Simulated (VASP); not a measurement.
Wanted: the native input for a VASP 6.6.1 run.

- Task: single point
- Functional: PBE
- Potentials or basis: VASP PAW PBE potentials, release 64 (Zr_sv)
- Cutoff: 520 eV
- k mesh: 9 × 9 × 1
- Occupations: gaussian, width 0.1 eV
- Spin: no spin polarisation
- Dipole correction: yes
- Further INCAR settings: ALGO = Normal; EDIFF = 1e-07; NBANDS = 45

The structure of Zr lies in POSCAR:

```
Zr
1.0
    3.2319982237      0.0000000000      0.0000000000
   -1.6159991119      2.7989925668      0.0000000000
    0.0000000000      0.0000000000     29.8675001320
Zr
6
Direct
    0.6666666667      0.3333333333      0.2845902725
    0.3333333333      0.6666666667      0.3707541635
    0.6666666667      0.3333333333      0.4569180545
    0.3333333333      0.6666666667      0.5442346970
    0.6666666667      0.3333333333      0.6319121039
    0.3333333333      0.6666666667      0.7138921711
```

These files were run (other wordings do the same):

INCAR

```
SYSTEM = Zr
ALGO = Normal
DIPOL = 0.5 0.5 0.500
EDIFF = 1E-7
ENCUT = 520
GGA = PE
IDIPOL = 3
ISIF = 2
ISMEAR = 0
LASPH = .TRUE.
LCHARG = .TRUE.
LDIPOL = .TRUE.
LELF = .TRUE.
LREAL = .FALSE.
LVACPOTAV = .TRUE.
LVHAR = .TRUE.
LWAVE = .FALSE.
NBANDS = 45
NELM = 80
PREC = Accurate
SIGMA = 0.1
```

KPOINTS

```
k-points
0
G
  9 9 1
  0 0 0
```

Potentials or basis: VASP PAW PBE potentials, release 64 (Zr_sv).

Command:

```console
$ cat potpaw_PBE.64/Zr_sv/POTCAR > POTCAR
$ mpirun -np 1 vasp_std > vasp.out
```

It gave:

```json
{
 "Largest force": "0.534 eV/Å",
 "Band gap on the k mesh": "zero (band 36 reaches 3.45 eV, above the bottom of band 37 at 2.19 eV)"
}
```

Run time: 5.8 min on 1 thread of Intel(R) Xeon(R) Platinum 8375C CPU @ 2.90GHz (Ice Lake) (shared host), peak memory 0.4 GiB.
